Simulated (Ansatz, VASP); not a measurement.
## Two plane-wave programs on Zn

```
Zn
1.0
    -2.42568    2.42568    1.32325
     2.42568   -2.42568    1.32325
     2.42568    2.42568   -1.32325
Zn
2
Direct
  0.00000 0.00000 0.00000
  0.75000 0.25000 0.50000
```

Alike in both runs: task single point; functional r2SCAN; k mesh 8 × 8 × 8; occupations gaussian, width 0.1 eV; no spin polarisation.

|  | VASP | Ansatz |
| --- | --- | --- |
| version | VASP 6.6.1 | Ansatz 0.2.0 |
| potentials or method | VASP PAW PBE potentials, release 64 (Zn), cutoff 520 eV | scalar-relativistic, plane waves, PAW |
| valence electrons in the cell | 24 | 24 |

|  | VASP | Ansatz | Ansatz less VASP |
| --- | --- | --- | --- |
| gap on the k mesh at the Fermi level (eV) | none | none | - |
| pressure (GPa) | 4.7 | 4.3 | -0.37 |
| traceless stress, the component that is largest in VASP (GPa) | -5.39 | -5.44 | -0.053 |

VASP's potentials were made for PBE, not for r2SCAN. A gap of «none» marks a metal or a gap that the smearing closes.
